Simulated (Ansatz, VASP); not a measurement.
**One calculation of CaMg, two programs**

```
Ca Mg
1.0
     4.08448    0.00000    0.00000
     0.00000    4.08448    0.00000
     0.00000    0.00000    3.81000
Ca Mg
1 1
Direct
  0.00000 0.00000 0.00000
  0.50000 0.50000 0.50000
```

Alike in both runs: task single point; functional LDA; k mesh 14 × 14 × 14; occupations gaussian, width 0.15 eV; no spin polarisation.

```csv
,VASP,Ansatz
version,VASP 6.6.1,Ansatz 0.2.0
potentials or method,"VASP PAW LDA potentials, release 64 (Ca_sv, Mg), cutoff 520 eV","scalar-relativistic, plane waves, PAW"
valence electrons in the cell,12,20
```

```tsv
	VASP	Ansatz	Ansatz less VASP
gap on the k mesh at the Fermi level (eV)	none	none	-
pressure (GPa)	-2.5	-2.4	+0.16
traceless stress, the component that is largest in VASP (GPa)	0.65	0.64	-0.009
```

LDA's correlation is that of Perdew and Zunger in VASP and of Perdew and Wang (1992) in Ansatz. A gap of «none» marks a metal or a gap that the smearing closes. VASP's potentials hold 12 valence electrons a cell and Ansatz's 20, so a difference there can come from the potentials and not from the codes.
